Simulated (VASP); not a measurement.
Here is a VASP 6.6.1 calculation.

INCAR

```
SYSTEM = Re
PREC     = Accurate       ! precision mode
ENCUT    = 520            ! plane-wave cutoff, eV
EDIFF    = 1E-7           ! SCF threshold, eV
ISMEAR   = 0              ! smearing method
SIGMA    = 0.15           ! smearing width, eV
LREAL    = .False.        ! projectors in reciprocal space
LASPH    = .True.         ! aspherical terms in the spheres
NELM     = 100            ! most SCF steps
ALGO     = Fast           ! electronic algorithm
ISIF     = 2              ! what is computed and relaxed
LWAVE    = .False.        ! write WAVECAR
LCHARG   = .True.         ! write CHGCAR
GGA      = PE             ! functional
LELF     = .True.         ! ELF
LVHAR    = .True.       
NBANDS   = 10             ! bands
```

Contents of KPOINTS:

```
Automatic mesh
0
Gamma
  20 20 20
  0 0 0
```

POSCAR

```
Re
1.0
    0.0000000000      2.0737500000      1.8762500000
    2.0737500000      0.0000000000      1.8762500000
    2.0737500000      2.0737500000      0.0000000000
Re
1
Direct
    0.0000000000      0.0000000000      0.0000000000
```

Potentials or basis: VASP PAW PBE potentials, release 64 (Re).

Run with:

```bash
$ cat potpaw_PBE.64/Re/POTCAR > POTCAR
$ mpirun -np 1 vasp_std > vasp.out
```

(1) Predict the pressure.

Answers

(1) -22.3 GPa.

Caveat: the cell differs from its parent crystal (strain +0.050 along x and y, -0.050 along z).
